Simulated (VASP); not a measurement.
Wanted: the native input for a VASP 6.6.1 run.

```yaml
Task: single point
Functional: PBEsol
Potentials_or_basis: VASP PAW PBE potentials, release 64 (Ca_sv)
Cutoff: 520 eV
k_mesh: 2 × 2 × 1
Occupations: fermi-dirac, width 0.05 eV
Spin: no spin polarisation
Dipole_correction: no
Further_INCAR_settings: ALGO = Normal; EDIFF = 1e-06; NBANDS = 77
```

The structure of Ca lies in POSCAR:

```
Ca
1.0
    7.8913120000      0.0000000000      0.0000000000
    3.9456560000      6.8340760000      0.0000000000
    0.0000000000      0.0000000000     18.4432290000
Ca
13
Direct
    0.1666640452      0.1666648132      0.0542204405
    0.6666696209      0.1666648132      0.0542204405
    0.1666686331      0.6666738854      0.0542204405
    0.6666615366      0.6666738854      0.0542204405
   -0.1926632053      0.3754421227      0.2130646429
    0.2808016847      0.4078678668      0.2187144128
   -0.1725929237      0.8641109639      0.2225369538
    0.2968890068      0.8860012678      0.2329852327
    0.0218365725      0.0263532334      0.4184950477
    0.5006850243      0.0447170912      0.4006023023
    0.0290163517      0.5360636902      0.3723805631
    0.5270628237      0.4973020493      0.3758615154
    0.2248321859      0.4696757835      0.5366684977
```

One way to write it, as run:

INCAR

```
PREC     = Accurate       # precision mode
ENCUT    = 520            # plane-wave cutoff, eV
EDIFF    = 1E-6           # SCF threshold, eV
ISMEAR   = -1             # smearing method
SIGMA    = 0.05           # smearing width, eV
LREAL    = F              # projectors in reciprocal space
LASPH    = T              # aspherical terms in the spheres
NELM     = 60             # most SCF steps
ALGO     = Normal         # electronic algorithm
ISIF     = 2              # what is computed and relaxed
LWAVE    = F              # write WAVECAR
LCHARG   = T              # write CHGCAR
GGA      = PS             # functional
LELF     = T              # ELF
LVHAR    = T            
NBANDS   = 77             # bands
```

KPOINTS

```
Automatic mesh
0
Gamma
  2 2 1
```

Potentials or basis: VASP PAW PBE potentials, release 64 (Ca_sv).

The run is started by

```console
$ cat potpaw_PBE.64/Ca_sv/POTCAR > POTCAR
$ mpirun -np 1 vasp_std > vasp.out
```

It gave:

```
Largest force          : 0.951 eV/Å
Band gap on the k mesh : zero (bands 65 and 66 overlap by 0.18 eV)
```

Caveat: the k points lie up to 0.46 Å⁻¹ apart; the atoms stand as in a frame of molecular dynamics; there is no dipole correction, which matters where the two faces differ; the PAW data sets were made with another functional, which shifts forces and pressure a little.

Run time: 26 min on 1 thread of Intel Xeon 8259CL, on a shared host, peak memory 0.97 GiB.
